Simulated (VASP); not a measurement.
Hf4C:

```
Hf C
1.0
     3.20000    0.00000    0.00000
    -1.60000    2.77128    0.00000
     0.00000    0.00000   10.00000
Hf C
4 1
Cartesian
  1.6000 0.9238 8.7500
  0.0000 1.8475 1.2500
  1.6000 0.9238 3.7500
  0.0000 1.8475 6.2500
  0.0000 0.0000 0.0000
```

- Program: VASP 6.6.1
- Task: relaxation of cell and atoms
- Functional: PBE
- Potentials or basis: VASP PAW PBE potentials, release 64 (Hf_pv, C)
- Cutoff: 600 eV
- k mesh: 6 × 6 × 2
- Occupations: gaussian, width 0.2 eV
- Spin: no spin polarisation

At the start: pressure 9.8 GPa; volume 17.74 Å³/atom.

**Question.** Where does the relaxation end?

**Answer.** Over 7 steps the energy falls by 50.3 meV/atom and the volume is 18.93 Å³/atom (+6.7 %); space group P-3m1 (No. 164, to 0.05 Å).

The path:
| step | energy change (eV) | largest force (eV/Å) | pressure (GPa) | volume (Å³) |
| --- | --- | --- | --- | --- |
| 1 | 0.0000 | 0.8165 | 9.80 | 88.68 |
| 2 | 0.1686 | 1.3789 | -11.63 | 103.31 |
| 3 | -0.2087 | 0.5161 | -0.88 | 94.61 |
| 4 | -0.2089 | 0.5224 | -0.63 | 94.46 |
| 5 | -0.2427 | 0.2629 | -0.03 | 94.30 |
| 6 | -0.2463 | 0.1503 | 0.27 | 94.23 |
| 7 | -0.2517 | 0.0734 | -0.04 | 94.63 |

Final structure:
```cif
data_structure
_symmetry_space_group_name_H-M 'P 1'
_symmetry_Int_Tables_number 1
_cell_length_a 3.2379
_cell_length_b 3.2379
_cell_length_c 10.4221
_cell_angle_alpha 90.000
_cell_angle_beta 90.000
_cell_angle_gamma 120.000
_cell_volume 94.63
loop_
_atom_site_label
_atom_site_type_symbol
_atom_site_fract_x
_atom_site_fract_y
_atom_site_fract_z
_atom_site_occupancy
Hf1 Hf 0.66667 0.33333 0.87634 1
Hf2 Hf 0.33333 0.66667 0.12366 1
Hf3 Hf 0.66667 0.33333 0.38114 1
Hf4 Hf 0.33333 0.66667 0.61886 1
C1 C 0.00000 0.00000 0.00000 1
```

Caveat: the k points lie up to 0.37 Å⁻¹ apart in the final cell; the relaxation stopped at a loose force limit of 0.08 eV/Å, so its end isn't a converged minimum.
